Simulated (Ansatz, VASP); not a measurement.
# W in VASP and in Ansatz

The input INCAR:

```
  ALGO = Normal
  EDIFF = 1E-6
  ENCUT = 500
  GGA_COMPAT = F
  ISIF = 2
  ISMEAR = -1
  LASPH = T
  LCHARG = F
  LREAL = F
  LWAVE = F
  NBANDS = 13
  NELM = 120
  PREC = Accurate
  SIGMA = 0.08
```

File KPOINTS:

```
k-points
0
Gamma
  16 16 16
```

Contents of POSCAR:

```
W
1.0
    0.0000000000      1.7466561961      1.7466561961
    1.7466561961      0.0000000000      1.7466561961
    1.7466561961      1.7466561961      0.0000000000
W
1
Direct
    0.0000000000      0.0000000000      0.0000000000
```

Input for Ansatz:

```yaml
crystal:
  lattice:
    - [0.0, 1.7466561961, 1.7466561961]
    - [1.7466561961, 0.0, 1.7466561961]
    - [1.7466561961, 1.7466561961, 0.0]
  atoms:
    - { symbol: W, position: [0.0, 0.0, 0.0] }
kpoints:
  mp_grid: { grid: [16, 16, 16] }
scf:
  occupations: { method: fermi_dirac, width: 0.08 }
hamiltonian:
  xc: lda
  pseudopotentials: { kind: all_electron, datasets: crystal }
output:
  forces: true
  stress: true
  eigenvalues: true
```

Change from the starting cell: volume scaled by 0.68, crystal datasets.

Alike in both runs: task single point; functional LDA; k mesh 16 × 16 × 16; occupations fermi-dirac, width 0.08 eV; no spin polarisation.

|  | VASP | Ansatz |
| --- | --- | --- |
| version | VASP 6.6.1 | Ansatz 0.2.0 |
| potentials or method | VASP PAW LDA potentials, release 64 (W_sv), cutoff 500 eV | all-electron PAW with datasets made for the crystal, scalar-relativistic |

Ansatz gave:

| Item | Value |
| --- | --- |
| pressure (GPa) | 251.2 |

Question: Estimate VASP's values.

Answer: Pressure (GPa): 264.6.

LDA's correlation is that of Perdew and Zunger in VASP and of Perdew and Wang (1992) in Ansatz. Both programs put the cell under a high pressure, so it lies far from rest at this level. Ansatz ran all-electron here, and VASP with PAW potentials.

Spin-orbit coupling is off throughout. Noted on VASP's run: the cell as given lies far from equilibrium.
